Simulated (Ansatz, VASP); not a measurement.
## Two plane-wave programs on HfO2

The input INCAR:

```
SYSTEM = HfO2
PREC = Accurate
ENCUT = 520
EDIFF = 1E-6
ISMEAR = 0
SIGMA = 0.01
LREAL = .FALSE.
LASPH = .TRUE.
NELM = 80
ALGO = Normal
ISIF = 2
LWAVE = .FALSE.
LCHARG = .FALSE.
GGA = PE
NBANDS = 56
```

The input KPOINTS:

```
regular mesh
0
G
  4 6 6
  0 0 0
```

POSCAR

```
HfO2
1.0
    5.2945362662      0.0000000000      0.0000000000
    0.0000000000      5.0697560509      0.0000000000
    0.0000000000      0.0000000000      5.1018666730
Hf O
4 8
Direct
    0.0032598730      0.2516301262      0.2078995156
    0.4967401285      0.2516301262      0.7078995156
    0.5032598730      0.7483698708      0.2078995156
    0.9967401285      0.7483698708      0.7078995156
    0.3073611409      0.0568176841      0.3963557033
    0.1926388606      0.0568176841      0.8963557033
    0.7937407400      0.4462229269      0.5087447811
    0.7062592615      0.4462229269      1.0087447811
    0.2062592615      0.5537770791      1.0087447811
    0.2937407310      0.5537770791      0.5087447811
    0.8073611409      0.9431823129      0.3963557033
    0.6926388606      0.9431823129      0.8963557033
```

Input for Ansatz:

```yaml
crystal:
  lattice:
    - [5.2945362662, 0.0, 0.0]
    - [0.0, 5.0697560509, 0.0]
    - [0.0, 0.0, 5.101866673]
  atoms:
    - { symbol: Hf, position: [0.003259873, 0.2516301262, 0.2078995156] }
    - { symbol: Hf, position: [0.4967401285, 0.2516301262, 0.7078995156] }
    - { symbol: Hf, position: [0.503259873, 0.7483698708, 0.2078995156] }
    - { symbol: Hf, position: [0.9967401285, 0.7483698708, 0.7078995156] }
    - { symbol: O, position: [0.3073611409, 0.0568176841, 0.3963557033] }
    - { symbol: O, position: [0.1926388606, 0.0568176841, 0.8963557033] }
    - { symbol: O, position: [0.79374074, 0.4462229269, 0.5087447811] }
    - { symbol: O, position: [0.7062592615, 0.4462229269, 1.0087447811] }
    - { symbol: O, position: [0.2062592615, 0.5537770791, 1.0087447811] }
    - { symbol: O, position: [0.293740731, 0.5537770791, 0.5087447811] }
    - { symbol: O, position: [0.8073611409, 0.9431823129, 0.3963557033] }
    - { symbol: O, position: [0.6926388606, 0.9431823129, 0.8963557033] }
basis:
  ecutwfc: 420
  xc_grid: 2
kpoints:
  mp_grid: { grid: [4, 6, 6] }
hamiltonian:
  xc: pbe
  pseudopotentials: { kind: paw, azcp: { folder: soft_1 } }
scf:
  occupations: { method: fixed }
output:
  forces: true
  stress: true
  eigenvalues: true
  polarization: {}
```

Change from the starting cell: polar distortion scaled by 0.10.

Alike in both runs: task single point; functional PBE; k mesh 4 × 6 × 6; no spin polarisation.

|  | VASP | Ansatz |
| --- | --- | --- |
| version | VASP 6.6.1 | Ansatz 0.2.0 |
| potentials or method | VASP PAW PBE potentials, release 64 (Hf_pv, O), cutoff 520 eV | scalar-relativistic, plane waves, PAW |
| occupations | gaussian, width 0.01 eV | fixed |
| valence electrons in the cell | 88 | 152 |

Ansatz gave:

| Quantity | Value |
| --- | --- |
| gap on the k mesh at the Fermi level (eV) | 3.94 |
| least direct gap on the mesh (eV) | 4.07 |
| pressure (GPa) | 3.8 |
| traceless stress, the component that is largest in VASP (GPa) | -8.12 |
| rms of the force components (eV/Å) | 0.146 |

Task: What did VASP give for the same quantities?

Result: gap on the k mesh at the Fermi level (eV): 3.88; least direct gap on the mesh (eV): 4.01; pressure (GPa): 0.4; traceless stress, the component that is largest in VASP (GPa): -8.32; rms of the force components (eV/Å): 0.146.

Atom by atom the forces differ by 0.014 eV/Å (rms over components). VASP's potentials hold 88 valence electrons a cell and Ansatz's 152, so a difference there can come from the potentials and not from the codes.

Neither program's run includes spin-orbit coupling.
